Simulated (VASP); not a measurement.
# Hf (P6_3/mmc) in VASP: single point with PBEsol

Aim: the single point of Hf with PBEsol.

Everything below comes from runs of VASP 6.6.1. Logs are shortened: lines on timing, memory, paths and dates and some standing lists are left out, and cuts for length are marked.

### Step 1. The cell of the first run

Symmetry: P6_3/mmc, No. 194, hexagonal system. Conventional cell: a = 3.160 Å, b = 3.160 Å, c = 4.996 Å, α = 90.00°, β = 90.00°, γ = 120.00°. Within 4.1 Å of Hf (site symmetry -6m2) lie 12 Hf at 3.09 to 3.16 Å.

### Step 2. Single point, PBEsol

Contents of INCAR:

```
PREC = Accurate
ENCUT = 520
EDIFF = 1E-6
ISMEAR = 0
SIGMA = 0.15
LREAL = False
LASPH = True
NELM = 80
ALGO = Fast
ISIF = 2
LWAVE = False
LCHARG = True
GGA = PS
LELF = True
LVHAR = True
NBANDS = 17
```

Contents of KPOINTS:

```
Automatic mesh
0
Gamma
  18 18 10
```

Contents of POSCAR:

```
Hf
1.0
    3.1602689342      0.0000000000      0.0000000000
   -1.5801344671      2.7368731798      0.0000000000
    0.0000000000      0.0000000000      4.9962244915
Hf
2
Direct
    0.3333333333      0.6666666667      0.2500000000
    0.6666666667      0.3333333333      0.7500000000
```

Potentials or basis: VASP PAW PBE potentials, release 64 (Hf_pv).

Launch:

```
cat potpaw_PBE.64/Hf_pv/POTCAR > POTCAR
mpirun -np 1 vasp_std > vasp.out
```

OUTCAR:

```text
PREC = Accurate
   ENCUT = 520
   EDIFF = 1E-6
   ISMEAR = 0
   LREAL = False
   LASPH = True
   NELM = 80
   ISIF = 2
   GGA = PS

 ion  position               nearest neighbor table
   1  0.333  0.667  0.250-   2 3.09   2 3.09   2 3.09   2 3.09   2 3.09   2 3.09
   2  0.667  0.333  0.750-   1 3.09   1 3.09   1 3.09   1 3.09   1 3.09   1 3.09

  LATTYP: Found a hexagonal cell.
 ALAT       =     3.1602689342
 C/A-ratio  =     1.5809491520

  Lattice vectors:

 A1 = (   3.1602689342,   0.0000000000,   0.0000000000)
 A2 = (  -1.5801344671,   2.7368731798,   0.0000000000)
 A3 = (   0.0000000000,   0.0000000000,   4.9962244915)

Analysis of symmetry for initial positions (statically):
=====================================================================
 Subroutine PRICEL returns:
 Original cell was already a primitive cell.

 Routine SETGRP: Setting up the symmetry group for a
 hexagonal supercell.

 Subroutine GETGRP returns: Found 24 space group operations
 (whereof 12 operations were pure point group operations)
 out of a pool of 24 trial point group operations.

The static configuration has the point symmetry D_3d.
 The point group associated with its full space group is D_6h.

Analysis of symmetry for dynamics (positions and initial velocities):
=====================================================================
 Subroutine PRICEL returns:
 Original cell was already a primitive cell.

 Routine SETGRP: Setting up the symmetry group for a
 hexagonal supercell.

 Subroutine GETGRP returns: Found 24 space group operations
 (whereof 12 operations were pure point group operations)
 out of a pool of 24 trial point group operations.

The dynamic configuration has the point symmetry D_3d.
 The point group associated with its full space group is D_6h.

 Subroutine INISYM returns: Found 24 space group operations
 (whereof 12 operations are pure point group operations),
 and found     1 'primitive' translations

----------------------------------------------------------------------------------------

                                     Primitive cell

  volume of cell :      43.2136

  direct lattice vectors                    reciprocal lattice vectors
     3.160268934  0.000000000  0.000000000     0.316428766  0.182690233  0.000000000
    -1.580134467  2.736873180  0.000000000     0.000000000  0.365380467  0.000000000
     0.000000000  0.000000000  4.996224491     0.000000000  0.000000000  0.200151134

  length of vectors
     3.160268934  3.160268934  4.996224491     0.365380467  0.365380467  0.200151134

  position of ions in fractional coordinates (direct lattice)
     0.333333333  0.666666667  0.250000000
     0.666666667  0.333333333  0.750000000

  ion indices of the primitive-cell ions
   primitive index   ion index
                 1           1
                 2           2

----------------------------------------------------------------------------------------

 KPOINTS: Automatic mesh

Automatic generation of k-mesh.
 Grid dimensions read from file:
 generate k-points for:   18   18   10

 Generating k-lattice:

  Cartesian coordinates                     Fractional coordinates (reciprocal lattice)
     0.017579376  0.010149457  0.000000000     0.055555556 -0.000000000  0.000000000
     0.000000000  0.020298915  0.000000000     0.000000000  0.055555556  0.000000000
     0.000000000  0.000000000  0.020015113     0.000000000  0.000000000  0.100000000

  Length of vectors
     0.020298915  0.020298915  0.020015113

  Shift w.r.t. Gamma in fractional coordinates (k-lattice)
     0.000000000  0.000000000  0.000000000

 Subroutine IBZKPT returns following result:
 ===========================================

 Found    222 irreducible k-points:

 Following reciprocal coordinates:
            Coordinates               Weight
  0.000000  0.000000  0.000000      1.000000
  0.055556 -0.000000  0.000000      6.000000
  0.111111 -0.000000  0.000000      6.000000
  0.166667  0.000000  0.000000      6.000000
  0.222222  0.000000  0.000000      6.000000
  0.277778 -0.000000  0.000000      6.000000
[... 16 lines left out ...]
  0.333333  0.111111  0.000000     12.000000
  0.388889  0.111111  0.000000     12.000000
 [... further k-points ...]
   k-points           NKPTS =    222   k-points in BZ     NKDIM =    222   number of bands    NBANDS=     17
   number of dos      NEDOS =    301   number of ions     NIONS =      2
   total plane-waves  NPLWV =  23040
   dimension x,y,z NGX =    24 NGY =   24 NGZ =   40
   dimension x,y,z NGXF=    48 NGYF=   48 NGZF=   80
   ions per type =               2
   NGX,Y,Z   is equivalent  to a cutoff of  12.63, 12.63, 13.31 a.u.
   NGXF,Y,Z  is equivalent  to a cutoff of  25.25, 25.25, 26.62 a.u.
 SYSTEM =  unknown system
   PREC   = accura    normal or accurate (medium, high low for compatibility)
   ISTART =      0    job   : 0-new  1-cont  2-samecut
   ICHARG =      2    charge: 1-file 2-atom 10-const
   ISPIN  =      1    spin polarized calculation?
   LNONCOLLINEAR =      F non collinear calculations
   LSORBIT =      F    spin-orbit coupling
   LASPH  =      T    aspherical Exc in radial PAW
   ENCUT  =  520.0 eV  38.22 Ry    6.18 a.u.   5.88  5.88  9.29*2*pi/ulx,y,z
   NELM   =     80;   NELMIN=  2; NELMDL= -5     # of ELM steps
   EDIFF  = 0.1E-05   stopping-criterion for ELM
   LREAL  =      F    real-space projection
   EDIFFG = 0.1E-04   stopping-criterion for IOM
   NSW    =      0    number of steps for IOM
   IBRION =     -1    ionic relax: 0-MD 1-quasi-New 2-CG
   NFREE  =      0    steps in history (QN), initial steepest desc. (CG)
   ISIF   =      2    stress and relaxation
   ISYM   =      2    0-nonsym 1-usesym 2-fastsym
   POTIM  = 0.5000    time-step for ionic-motion
   TEBEG  =    0.0;   TEEND  =   0.0 temperature during run
   PSTRESS=    0.0 pullay stress
   NELECT =      20.0000    total number of electrons
   NUPDOWN=      -1.0000    fix difference up-down
   EMIN   =  10.00;   EMAX   =-10.00  energy-range for DOS
   EFERMI =   0.00;   METHOD = LEGACY
   ISMEAR =     0;   SIGMA  =   0.15  broadening in eV -4-tet -1-fermi 0-gaus
   EFERMI_NEDOS =   21; number of points for ismear=-14 and -15
   IALGO  =     68    algorithm
   IMIX   =      4    mixing-type and parameters
     AMIX     =   0.40;   BMIX     =  1.00
     AMIX_MAG =   1.60;   BMIX_MAG =  1.00
  volume/ion in A,a.u.               =      21.61       145.81
  Fermi-wavevector in a.u.,A,eV,Ry     =   1.266323  2.393004 21.817960  1.603575
  Thomas-Fermi vector in A             =   2.399530
   LORBIT       =      0    0 simple, 1 ext, 2 COOP (PROOUT), +10 PAW based schemes
   GGA     = PS    functional components
   LHFCALC =     F    Hartree Fock is set to
   AEXX    =    0.0000 exact exchange contribution
   IVDW    =     0    specifies the selected vdW correction
   LEPSILON=     F    determine dielectric tensor
   LRPA    =     F    only Hartree local field effects (RPA)
 non-spin polarized calculation
 RMM-DIIS sequential band-by-band and
 Gauss-broadening in eV      SIGMA  =   0.15
  energy-cutoff  :      520.00
  volume of cell :       43.21
 maximum number of plane-waves:      1194
 NGX is ok and might be reduce to    24
   NGX = 11   NGY = 11   NGZ = 19

 number of electron      19.9999996 magnetization

 Free energy of the ion-electron system (eV)
  ---------------------------------------------------
  ext. energy  EPLUGINS =         0.00000000
  ---------------------------------------------------
  free energy    TOTEN  =       -21.01489923 eV

  energy without entropy =      -20.99822576  energy(sigma->0) =      -21.00656249

 E-fermi :   5.0066     XC(G=0): -11.5512

 val. band max:        5.0001194719   @ k =   0.3333   0.3333   0.3000
 cond. band min:       5.0269001647   @ k =   0.1667   0.0000   0.2000
 fundamental gap:      0.0267806928
 Fermi energy:         5.0065642006

 k-point     1 :       0.0000    0.0000    0.0000
  band No.  band energies     occupation
      1     -26.0078      2.00000
      2     -25.1695      2.00000
      3     -25.1695      2.00000
      4     -25.0254      2.00000
      5     -25.0252      2.00000
      6     -25.0252      2.00000
[... 9 lines left out ...]
     16       7.6865      0.00000
     17      10.5157      0.00000

 k-point     2 :       0.0556   -0.0000    0.0000
  band No.  band energies     occupation
      1     -25.9987      2.00000
      2     -25.1890      2.00000
      3     -25.1761      2.00000
      4     -25.0460      2.00000
      5     -25.0296      2.00000
      6     -25.0278      2.00000
[... 9 lines left out ...]
     16       7.5898      0.00000
     17      10.6015      0.00000

 k-point     3 :       0.1111   -0.0000    0.0000
  band No.  band energies     occupation
      1     -25.9721      2.00000
      2     -25.2453      2.00000
      3     -25.1948      2.00000
      4     -25.1050      2.00000
      5     -25.0421      2.00000
      6     -25.0354      2.00000
[... 9 lines left out ...]
     16       7.3820      0.00000
     17      10.7994      0.00000

 k-point     4 :       0.1667    0.0000    0.0000
  band No.  band energies     occupation
      1     -25.9294      2.00000
      2     -25.3316      2.00000
      3     -25.2225      2.00000
      4     -25.1931      2.00000
      5     -25.0630      2.00000
      6     -25.0477      2.00000
[... 9 lines left out ...]
     16       7.8045      0.00000
     17      11.0417      0.00000

 k-point     5 :       0.2222    0.0000    0.0000
  band No.  band energies     occupation
      1     -25.8733      2.00000
      2     -25.4374      2.00000
      3     -25.2978      2.00000
      4     -25.2556      2.00000
      5     -25.0923      2.00000
      6     -25.0636      2.00000
[... 9 lines left out ...]
     16       8.3722      0.00000
     17      11.2671      0.00000

 k-point     6 :       0.2778   -0.0000    0.0000
  band No.  band energies     occupation
      1     -25.8076      2.00000
      2     -25.5498      2.00000
      3     -25.4052      2.00000
      4     -25.2897      2.00000
      5     -25.1294      2.00000
      6     -25.0812      2.00000
[... 9 lines left out ...]
     16       9.0564      0.00000
     17      11.4506      0.00000

 k-point     7 :       0.3333    0.0000    0.0000
  band No.  band energies     occupation
      1     -25.7372      2.00000
      2     -25.6550      2.00000
      3     -25.5030      2.00000
      4     -25.3210      2.00000
      5     -25.1728      2.00000
      6     -25.0983      2.00000
[... 9 lines left out ...]
     16       9.8107      0.00000
     17      11.5831      0.00000

 k-point     8 :       0.3889    0.0000    0.0000
  band No.  band energies     occupation
      1     -25.7402      2.00000
      2     -25.6691      2.00000
      3     -25.5807      2.00000
      4     -25.3460      2.00000
      5     -25.2188      2.00000
      6     -25.1126      2.00000
[... 9 lines left out ...]
     16      10.5693      0.00000
     17      11.6688      0.00000
[... 203 lines left out ...]
      1     -25.9047      2.00000
      2     -25.3572      2.00000
      3     -25.3005      2.00000
      4     -25.1856      2.00000
      5     -25.0756      2.00000
      6     -25.0696      2.00000
[... 9 lines left out ...]
     16       8.1971      0.00000
     17      11.0355      0.00000

 k-point    20 :       0.1667    0.1111    0.0000
  band No.  band energies     occupation
      1     -25.8501      2.00000
      2     -25.4434      2.00000
      3     -25.3852      2.00000
      4     -25.2320      2.00000
      5     -25.1050      2.00000
      6     -25.0952      2.00000
[... 9 lines left out ...]
     16       8.8494      0.00000
     17      11.1663      0.00000

 k-point    21 :       0.2222    0.1111    0.0000
  band No.  band energies     occupation
      1     -25.7860      2.00000
      2     -25.5452      2.00000
      3     -25.4614      2.00000
      4     -25.2841      2.00000
      5     -25.1422      2.00000
      6     -25.1201      2.00000
[... 9 lines left out ...]
     16       9.6076      0.00000
     17      11.2851      0.00000

 k-point    22 :       0.2778    0.1111    0.0000
  band No.  band energies     occupation
      1     -25.7169      2.00000
      2     -25.6435      2.00000
      3     -25.5278      2.00000
      4     -25.3338      2.00000
      5     -25.1859      2.00000
      6     -25.1425      2.00000
[... 9 lines left out ...]
     16      10.4333      0.00000
     17      11.3759      0.00000

 k-point    23 :       0.3333    0.1111    0.0000
  band No.  band energies     occupation
      1     -25.7233      2.00000
      2     -25.6493      2.00000
      3     -25.5807      2.00000
      4     -25.3739      2.00000
      5     -25.2326      2.00000
      6     -25.1604      2.00000
[... 9 lines left out ...]
     16      11.2758      0.00000
     17      11.4352      0.00000

 k-point    24 :       0.3889    0.1111    0.0000
  band No.  band energies     occupation
      1     -25.7749      2.00000
      2     -25.6151      2.00000
      3     -25.5946      2.00000
      4     -25.3996      2.00000
      5     -25.2738      2.00000
      6     -25.1721      2.00000
[... 9 lines left out ...]
     16      11.4673      0.00000
     17      12.0187      0.00000

 [... further k-points ...]
[... 5 lines left out ...]
  --------------------------------------------------------------------------------------
  -------------------------------------------------------------------------------------
  Total       -0.1036666     -0.1036666     -0.0866722     -0.0000000     -0.0000000      0.0000000
  in kB       -3.8435171     -3.8435171     -3.2134377     -0.0000000     -0.0000000      0.0000000
  external PRESSURE =      -3.6334907 kB  Pullay stress =       0.0000000 kB

 VOLUME and BASIS-vectors are now :
 -----------------------------------------------------------------------------
  energy-cutoff  :      520.00
  volume of cell :       43.21
      direct lattice vectors                 reciprocal lattice vectors
     3.160268934  0.000000000  0.000000000     0.316428766  0.182690233  0.000000000
    -1.580134467  2.736873180  0.000000000     0.000000000  0.365380467  0.000000000
     0.000000000  0.000000000  4.996224491     0.000000000  0.000000000  0.200151134

 POSITION                                       TOTAL-FORCE (eV/Angst)
 -----------------------------------------------------------------------------------
     -0.00000      1.82458      1.24906         0.000000     -0.000000      0.000000
      1.58013      0.91229      3.74717        -0.000000      0.000000      0.000000
 -----------------------------------------------------------------------------------
    total drift:                               -0.000000      0.000000     -0.000000

  FREE ENERGIE OF THE ION-ELECTRON SYSTEM (eV)
  ---------------------------------------------------
  free  energy   TOTEN  =       -21.0148992283 eV

  energy  without entropy=      -20.9982257585  energy(sigma->0) =      -21.00656249
```

Wall time 76 s (1 thread of Intel Xeon 6975P-C (Granite Rapids), shared host); peak memory 0.25 GiB.

What came out:

```yaml
Free_energy: -21.0149 eV
Pressure: -0.4 GPa
Band_gap_on_the_k_mesh: zero (band 10 reaches 6.17 eV, above the bottom of band 11 at 4.61 eV)
```

Caveat: the PAW data sets were made with another functional, which shifts forces and pressure a little; spin-orbit coupling is left out, which moves the levels of the heavy elements.
